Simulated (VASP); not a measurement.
Set up this calculation in VASP 6.6.1, as the native input.

* Task: single point
* Functional: LDA
* Potentials or basis: VASP PAW LDA potentials, release 64 (Zn, O)
* Cutoff: 520 eV
* k mesh: 12 × 12 × 12
* Occupations: gaussian, width 0.05 eV
* Spin: no spin polarisation
* Dipole correction: no
* Further INCAR settings: ALGO = Normal; EDIFF = 1e-06; NBANDS = 16

The structure of ZnO lies in POSCAR:

```
ZnO
1.0
   -0.0325416300      2.1694420000      2.1694420000
    2.1369003700      0.0000000000      2.1369003700
    2.1694420000      2.1694420000     -0.0325416300
Zn O
1 1
Direct
    0.0000000000      0.0000000000      0.0000000000
    0.5000000000      0.5000000000      0.5000000000
```

This cell differs from its parent crystal: strain -0.0300 x Voigt [0, 0, 0, 0, 1, 0].

One way to write it, as run:

INCAR

```
SYSTEM = ZnO
PREC     = Accurate       ! precision mode
ENCUT    = 520            ! plane-wave cutoff, eV
EDIFF    = 1E-6           ! SCF threshold, eV
ISMEAR   = 0              ! smearing method
SIGMA    = 0.05           ! smearing width, eV
LREAL    = .False.        ! projectors in reciprocal space
LASPH    = .True.         ! aspherical terms in the spheres
NELM     = 60             ! most SCF steps
ALGO     = Normal         ! electronic algorithm
ISIF     = 2              ! what is computed and relaxed
LWAVE    = .False.        ! write WAVECAR
LCHARG   = .False.        ! write CHGCAR
NBANDS   = 16             ! bands
```

KPOINTS

```
Automatic mesh
0
Gamma
  12 12 12
  0 0 0
```

Potentials or basis: VASP PAW LDA potentials, release 64 (Zn, O).

Launch:

```bash
$ cat potpaw_LDA.64/Zn/POTCAR potpaw_LDA.64/O/POTCAR > POTCAR
$ mpirun -np 1 vasp_std > vasp.out
```

It gave:

The pressure is -13.9 GPa and the band gap on the k mesh is 0.65 eV, indirect (least direct gap 1.78 eV).

Caveat: the cell differs from its parent crystal (strain -0.0300 x Voigt [0, 0, 0, 0, 1, 0]).

It took 100 s on 1 thread of Intel Xeon 8259CL, on a shared host, peak memory 0.2 GiB.
